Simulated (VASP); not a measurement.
# KBr (I4/mmm) in VASP: notebook

KBr is run at these levels: PBE; tasks: single point.

Program: VASP 6.6.1. These are calculated values, not measurements. Logs are shortened: lines on timing, memory, paths and dates and some standing lists are left out, and cuts for length are marked.

## (1) The cell of the first run

The structure is tetragonal, space group I4/mmm (No. 139). The conventional cell has a = 5.029 Å, b = 5.029 Å, c = 6.322 Å, α = 90.00°, β = 90.00°, γ = 90.00°. K (site symmetry 4/mmm) has 6 Br at 3.16 to 3.56 Å within 4.2 Å. Br (site symmetry 4/mmm) has 6 K at 3.16 to 3.56 Å within 4.2 Å.

## (2) Single point, PBE (strain +0.080 along x and y, -0.040 along z)

File INCAR:

```
PREC = Accurate
ENCUT = 520
EDIFF = 1E-6
ISMEAR = 0
SIGMA = 0.05
LREAL = F
LASPH = T
NELM = 100
ALGO = Normal
ISIF = 2
LWAVE = F
LCHARG = F
GGA = PE
NBANDS = 15
```

File KPOINTS:

```
regular mesh
0
Gamma
  6 6 6
```

File POSCAR:

```
KBr
1.0
    0.0000000000      3.5559000000      3.1608000000
    3.5559000000      0.0000000000      3.1608000000
    3.5559000000      3.5559000000      0.0000000000
K Br
1 1
Direct
    0.0000000000      0.0000000000      0.0000000000
    0.5000000000      0.5000000000      0.5000000000
```

Potentials or basis: VASP PAW PBE potentials, release 64 (K_sv, Br).

Launch:

```
cat potpaw_PBE.64/K_sv/POTCAR potpaw_PBE.64/Br/POTCAR > POTCAR
mpirun -np 1 vasp_std > vasp.out
```

OUTCAR:

```text
PREC = Accurate
   ENCUT = 520
   EDIFF = 1E-6
   ISMEAR = 0
   LREAL = F
   LASPH = T
   NELM = 100
   ISIF = 2
   GGA = PE

 ion  position               nearest neighbor table
   1  0.000  0.000  0.000-   2 3.16   2 3.16
   2  0.500  0.500  0.500-   1 3.16   1 3.16

  LATTYP: Found a body centered tetragonal cell.
 ALAT       =     5.0288020064
 C/A-ratio  =     1.2570787221

  Lattice vectors:

 A1 = (   0.0000000000,  -3.5559000000,  -3.1608000000)
 A2 = (   0.0000000000,   3.5559000000,  -3.1608000000)
 A3 = (   3.5559000000,   0.0000000000,   3.1608000000)

Analysis of symmetry for initial positions (statically):
=====================================================================
 Subroutine PRICEL returns:
 Original cell was already a primitive cell.

 Routine SETGRP: Setting up the symmetry group for a
 body centered tetragonal supercell.

 Subroutine GETGRP returns: Found 16 space group operations
 (whereof 16 operations were pure point group operations)
 out of a pool of 16 trial point group operations.

The static configuration has the point symmetry D_4h.

Analysis of symmetry for dynamics (positions and initial velocities):
=====================================================================
 Subroutine PRICEL returns:
 Original cell was already a primitive cell.

 Routine SETGRP: Setting up the symmetry group for a
 body centered tetragonal supercell.

 Subroutine GETGRP returns: Found 16 space group operations
 (whereof 16 operations were pure point group operations)
 out of a pool of 16 trial point group operations.

The dynamic configuration has the point symmetry D_4h.

 Subroutine INISYM returns: Found 16 space group operations
 (whereof 16 operations are pure point group operations),
 and found     1 'primitive' translations

----------------------------------------------------------------------------------------

                                     Primitive cell

  volume of cell :      79.9330

  direct lattice vectors                    reciprocal lattice vectors
     0.000000000  3.555900000  3.160800000    -0.140611378  0.140611378  0.158187801
     3.555900000  0.000000000  3.160800000     0.140611378 -0.140611378  0.158187801
     3.555900000  3.555900000  0.000000000     0.140611378  0.140611378 -0.158187801

  length of vectors
     4.757634018  4.757634018  5.028802006     0.254099389  0.254099389  0.254099389

  position of ions in fractional coordinates (direct lattice)
     0.000000000  0.000000000  0.000000000
     0.500000000  0.500000000  0.500000000

  ion indices of the primitive-cell ions
   primitive index   ion index
                 1           1
                 2           2

----------------------------------------------------------------------------------------

 KPOINTS: regular mesh

Automatic generation of k-mesh.
 Grid dimensions read from file:
 generate k-points for:    6    6    6

 Generating k-lattice:

  Cartesian coordinates                     Fractional coordinates (reciprocal lattice)
    -0.023435230  0.023435230  0.026364633     0.166666667  0.000000000  0.000000000
     0.023435230 -0.023435230  0.026364633     0.000000000  0.166666667  0.000000000
     0.023435230  0.023435230 -0.026364633    -0.000000000 -0.000000000  0.166666667

  Length of vectors
     0.042349898  0.042349898  0.042349898

  Shift w.r.t. Gamma in fractional coordinates (k-lattice)
     0.000000000  0.000000000  0.000000000

 Subroutine IBZKPT returns following result:
 ===========================================

 Found     30 irreducible k-points:

 Following reciprocal coordinates:
            Coordinates               Weight
  0.000000  0.000000  0.000000      1.000000
  0.166667  0.000000  0.000000      8.000000
  0.333333 -0.000000  0.000000      8.000000
  0.500000  0.000000  0.000000      4.000000
  0.166667  0.166667  0.000000      2.000000
  0.333333  0.166667  0.000000      8.000000
[... 16 lines left out ...]
  0.333333  0.000000  0.333333      4.000000
  0.500000  0.000000  0.333333     16.000000
 [... further k-points ...]
   k-points           NKPTS =     30   k-points in BZ     NKDIM =     30   number of bands    NBANDS=     15
   number of dos      NEDOS =    301   number of ions     NIONS =      2
   total plane-waves  NPLWV =  51840
   dimension x,y,z NGX =    36 NGY =   36 NGZ =   40
   dimension x,y,z NGXF=    72 NGYF=   72 NGZF=   80
   ions per type =               1   1
   NGX,Y,Z   is equivalent  to a cutoff of  12.58, 12.58, 13.22 a.u.
   NGXF,Y,Z  is equivalent  to a cutoff of  25.16, 25.16, 26.45 a.u.
 SYSTEM =  unknown system
   PREC   = accura    normal or accurate (medium, high low for compatibility)
   ISTART =      0    job   : 0-new  1-cont  2-samecut
   ICHARG =      2    charge: 1-file 2-atom 10-const
   ISPIN  =      1    spin polarized calculation?
   LNONCOLLINEAR =      F non collinear calculations
   LSORBIT =      F    spin-orbit coupling
   LASPH  =      T    aspherical Exc in radial PAW
   ENCUT  =  520.0 eV  38.22 Ry    6.18 a.u.   8.85  8.85  9.35*2*pi/ulx,y,z
   NELM   =    100;   NELMIN=  2; NELMDL= -5     # of ELM steps
   EDIFF  = 0.1E-05   stopping-criterion for ELM
   LREAL  =      F    real-space projection
   EDIFFG = 0.1E-04   stopping-criterion for IOM
   NSW    =      0    number of steps for IOM
   IBRION =     -1    ionic relax: 0-MD 1-quasi-New 2-CG
   NFREE  =      0    steps in history (QN), initial steepest desc. (CG)
   ISIF   =      2    stress and relaxation
   ISYM   =      2    0-nonsym 1-usesym 2-fastsym
   POTIM  = 0.5000    time-step for ionic-motion
   TEBEG  =    0.0;   TEEND  =   0.0 temperature during run
   PSTRESS=    0.0 pullay stress
   NELECT =      16.0000    total number of electrons
   NUPDOWN=      -1.0000    fix difference up-down
   EMIN   =  10.00;   EMAX   =-10.00  energy-range for DOS
   EFERMI =   0.00;   METHOD = LEGACY
   ISMEAR =     0;   SIGMA  =   0.05  broadening in eV -4-tet -1-fermi 0-gaus
   EFERMI_NEDOS =   21; number of points for ismear=-14 and -15
   IALGO  =     38    algorithm
   IMIX   =      4    mixing-type and parameters
     AMIX     =   0.40;   BMIX     =  1.00
     AMIX_MAG =   1.60;   BMIX_MAG =  1.00
  volume/ion in A,a.u.               =      39.97       269.71
  Fermi-wavevector in a.u.,A,eV,Ry     =   0.957648  1.809693 12.477776  0.917091
  Thomas-Fermi vector in A             =   2.086685
   LORBIT       =      0    0 simple, 1 ext, 2 COOP (PROOUT), +10 PAW based schemes
   GGA     = PE    functional components
   LHFCALC =     F    Hartree Fock is set to
   AEXX    =    0.0000 exact exchange contribution
   IVDW    =     0    specifies the selected vdW correction
   LEPSILON=     F    determine dielectric tensor
   LRPA    =     F    only Hartree local field effects (RPA)
 non-spin polarized calculation
 Gauss-broadening in eV      SIGMA  =   0.05
  energy-cutoff  :      520.00
  volume of cell :       79.93
 maximum number of plane-waves:      2172
   NGX = 17   NGY = 17   NGZ = 19

 number of electron      16.0000001 magnetization

 Free energy of the ion-electron system (eV)
  ---------------------------------------------------
  ext. energy  EPLUGINS =         0.00000000
  ---------------------------------------------------
  free energy    TOTEN  =        -6.16286091 eV

  energy without entropy =       -6.16286091  energy(sigma->0) =       -6.16286091

 E-fermi :  -1.7991     XC(G=0):  -6.9384

 val. band max:       -2.1146648647   @ k =   0.0000   0.0000   0.0000
 cond. band min:       2.0260077338   @ k =   0.0000   0.0000   0.0000
 fundamental gap:      4.1406725985
 Fermi energy:        -1.7990505267

 k-point     1 :       0.0000    0.0000    0.0000
  band No.  band energies     occupation
      1     -30.1154      2.00000
      2     -14.3220      2.00000
      3     -13.5949      2.00000
      4     -13.5949      2.00000
      5     -13.5896      2.00000
      6      -2.1360      2.00000
      7      -2.1360      2.00000
      8      -2.1147      2.00000
      9       2.0260      0.00000
     10       5.2506      0.00000
     11       5.2506      0.00000
     12       5.9047      0.00000
     13       5.9323      0.00000
     14       6.5184      0.00000
     15       9.2563      0.00000

 k-point     2 :       0.1667    0.0000    0.0000
  band No.  band energies     occupation
      1     -30.1145      2.00000
      2     -14.3880      2.00000
      3     -13.5978      2.00000
      4     -13.5948      2.00000
      5     -13.5061      2.00000
      6      -2.4365      2.00000
      7      -2.2073      2.00000
      8      -2.1982      2.00000
      9       2.6062      0.00000
     10       5.2550      0.00000
     11       5.5629      0.00000
     12       5.9936      0.00000
     13       6.2180      0.00000
     14       6.8720      0.00000
     15       9.9150      0.00000

 k-point     3 :       0.3333   -0.0000    0.0000
  band No.  band energies     occupation
      1     -30.1129      2.00000
      2     -14.4916      2.00000
      3     -13.6037      2.00000
      4     -13.5969      2.00000
      5     -13.3643      2.00000
      6      -2.9306      2.00000
      7      -2.3416      2.00000
      8      -2.3390      2.00000
      9       3.7108      0.00000
     10       5.3503      0.00000
     11       6.3549      0.00000
     12       6.6714      0.00000
     13       6.9573      0.00000
     14       7.7554      0.00000
     15       8.5790      0.00000
[... 343 lines left out ...]
 k-point    23 :       0.3333    0.0000    0.3333
  band No.  band energies     occupation
      1     -30.1126      2.00000
      2     -14.3099      2.00000
      3     -13.6100      2.00000
      4     -13.6033      2.00000
      5     -13.5918      2.00000
      6      -2.8041      2.00000
      7      -2.3051      2.00000
      8      -2.2600      2.00000
      9       3.9925      0.00000
     10       4.1561      0.00000
     11       6.7058      0.00000
     12       6.8850      0.00000
     13       7.2554      0.00000
     14       7.5697      0.00000
     15       8.0000      0.00000

 k-point    24 :       0.5000    0.0000    0.3333
  band No.  band energies     occupation
      1     -30.1118      2.00000
      2     -14.3460      2.00000
      3     -13.6375      2.00000
      4     -13.6060      2.00000
      5     -13.5198      2.00000
      6      -2.8309      2.00000
      7      -2.4894      2.00000
      8      -2.3372      2.00000
      9       4.2657      0.00000
     10       4.8543      0.00000
     11       6.2743      0.00000
     12       7.1124      0.00000
     13       7.3094      0.00000
     14       7.9661      0.00000
     15       8.2052      0.00000

 [... further k-points ...]

------------------------ aborting loop because EDIFF is reached ----------------------------------------

  FORCE on cell =-STRESS in cart. coord.  units (eV):
  Direction    XX          YY          ZZ          XY          YZ          ZX
  --------------------------------------------------------------------------------------
  -------------------------------------------------------------------------------------
  Total       -0.5671203     -0.5671203      0.9080484      0.0000000     -0.0000000     -0.0000000
  in kB      -11.3673621    -11.3673621     18.2009264      0.0000000     -0.0000000     -0.0000000
  external PRESSURE =      -1.5112659 kB  Pullay stress =       0.0000000 kB

 VOLUME and BASIS-vectors are now :
 -----------------------------------------------------------------------------
  energy-cutoff  :      520.00
  volume of cell :       79.93
      direct lattice vectors                 reciprocal lattice vectors
     0.000000000  3.555900000  3.160800000    -0.140611378  0.140611378  0.158187801
     3.555900000  0.000000000  3.160800000     0.140611378 -0.140611378  0.158187801
     3.555900000  3.555900000  0.000000000     0.140611378  0.140611378 -0.158187801

 POSITION                                       TOTAL-FORCE (eV/Angst)
 -----------------------------------------------------------------------------------
      0.00000      0.00000      0.00000        -0.000000     -0.000000     -0.000000
      3.55590      3.55590      3.16080         0.000000      0.000000      0.000000
 -----------------------------------------------------------------------------------
    total drift:                                0.000000      0.000000      0.000000

  FREE ENERGIE OF THE ION-ELECTRON SYSTEM (eV)
  ---------------------------------------------------
  free  energy   TOTEN  =        -6.1628609118 eV

  energy  without entropy=       -6.1628609118  energy(sigma->0) =       -6.16286091
```

Wall time 43 s (1 thread of Intel Xeon 8259CL, shared host); peak memory 0.23 GiB.

What came out:

```yaml
Free_energy: -6.1629 eV
Pressure: -0.2 GPa
Band_gap_on_the_k_mesh: 4.14 eV
```

Caveat: the cell differs from its parent crystal (strain +0.080 along x and y, -0.040 along z).

## (3) Single point, PBE (strain +0.080 along x and y, +0.000 along z)

File INCAR:

```
PREC = Accurate ; ENCUT = 520
EDIFF = 1E-6 ; ISMEAR = 0
SIGMA = 0.05 ; LREAL = False
LASPH = True ; NELM = 80
ALGO = Normal ; ISIF = 2
LWAVE = False ; LCHARG = False
GGA = PE ; NBANDS = 15
```

File KPOINTS:

```
Automatic mesh
0
Gamma
  6 6 6
```

File POSCAR:

```
KBr
1.0
    0.0000000000      3.5559000000      3.2925000000
    3.5559000000      0.0000000000      3.2925000000
    3.5559000000      3.5559000000      0.0000000000
K Br
1 1
Direct
    0.0000000000      0.0000000000      0.0000000000
    0.5000000000      0.5000000000      0.5000000000
```

Potentials or basis: VASP PAW PBE potentials, release 64 (K_sv, Br).

Launch:

```
cat potpaw_PBE.64/K_sv/POTCAR potpaw_PBE.64/Br/POTCAR > POTCAR
mpirun -np 1 vasp_std > vasp.out
```

It took 50 s on 1 thread of Intel Xeon 8259CL, shared host; peak memory 0.24 GiB.

Results (log left out):

| Item | Value |
| --- | --- |
| Free energy | -6.1805 eV |
| Pressure | -0.9 GPa |
| Band gap on the k mesh | 4.07 eV |

Stress tensor (GPa, compression positive):
```
-1.30  0.00  0.00
 0.00 -1.30  0.00
 0.00  0.00  0.02
```

Levels at points of the mesh, in eV from the valence-band top:
| k point | band 6 | band 7 | band 8 | band 9 | band 10 | band 11 |
| --- | --- | --- | --- | --- | --- | --- |
| (0.00, 0.00, 0.00) | 0.00 | 0.00 | 0.00 | 4.07 | 7.41 | 7.41 |
| (0.50, 0.00, 0.00) | -0.93 | -0.24 | -0.24 | 6.27 | 7.63 | 9.32 |
| (0.50, 0.50, 0.00) | -0.62 | -0.28 | -0.28 | 5.91 | 6.79 | 9.01 |
| (0.50, 0.00, 0.50) | -0.68 | -0.24 | -0.18 | 6.02 | 6.64 | 8.57 |

Caveat: the cell differs from its parent crystal (strain +0.080 along x and y, +0.000 along z).

## (4) Single point, PBE (strain +0.080 along x and y, +0.040 along z)

File INCAR:

```
SYSTEM = KBr
  PREC = Accurate
  ENCUT = 520
  EDIFF = 1E-6
  ISMEAR = 0
  SIGMA = 0.05
  LREAL = .False.
  LASPH = .True.
  NELM = 100
  ALGO = Normal
  ISIF = 2
  LWAVE = .False.
  LCHARG = .False.
  GGA = PE
  NBANDS = 15
```

File KPOINTS:

```
regular mesh
0
Gamma
  6 6 6
  0 0 0
```

File POSCAR:

```
KBr
1.0
    0.0000000000      3.5559000000      3.4242000000
    3.5559000000      0.0000000000      3.4242000000
    3.5559000000      3.5559000000      0.0000000000
K Br
1 1
Direct
    0.0000000000      0.0000000000      0.0000000000
    0.5000000000      0.5000000000      0.5000000000
```

Launch:

```
cat potpaw_PBE.64/K_sv/POTCAR potpaw_PBE.64/Br/POTCAR > POTCAR
mpirun -np 1 vasp_std > vasp.out
```

Wall time 63 s (1 thread of Intel Xeon 8259CL, shared host); peak memory 0.25 GiB.

Results (log left out):

- Free energy: -6.1694 eV
- Pressure: -1.3 GPa
- Band gap on the k mesh: 3.98 eV

Stress tensor (GPa, compression positive):
```
-1.43  0.00  0.00
 0.00 -1.43  0.00
 0.00  0.00 -1.01
```

Levels at points of the mesh, in eV from the valence-band top:
```csv
k point,band 5,band 6,band 7,band 8,band 9,band 10,band 11,band 12
"(0.00, 0.00, 0.00)",-11.68,-0.01,0.00,0.00,3.98,7.44,7.44,7.63
"(0.50, 0.00, 0.00)",-11.47,-0.86,-0.21,-0.21,6.18,7.48,9.21,9.25
"(0.50, 0.50, 0.00)",-11.71,-0.62,-0.25,-0.25,5.96,6.59,8.66,9.00
"(0.50, 0.00, 0.50)",-11.70,-0.63,-0.23,-0.19,6.01,6.51,8.45,8.96
```

Caveat: the cell differs from its parent crystal (strain +0.080 along x and y, +0.040 along z).

## (5) The runs side by side

```csv
cell,gap on the mesh (eV),pressure (GPa)
"a = 4.758, b = 4.758, c = 5.029 Å, angles 58.1, 58.1, 63.8°, 2 atoms",4.14,-0.2
"a = 4.846, b = 4.846, c = 5.029 Å, angles 58.7, 58.7, 62.5°, 2 atoms",4.07,-0.9
"a = 4.937, b = 4.937, c = 5.029 Å, angles 59.4, 59.4, 61.2°, 2 atoms",3.98,-1.3
```

Alike in all rows: task single point; level PBE; potentials or basis VASP PAW PBE potentials, release 64 (K_sv, Br); no spin polarisation; k mesh 6 × 6 × 6; cutoff (eV) 520; smearing gaussian 0.05 eV.

Total energies depend on the potentials used, so only differences within one code and one set of settings carry meaning.
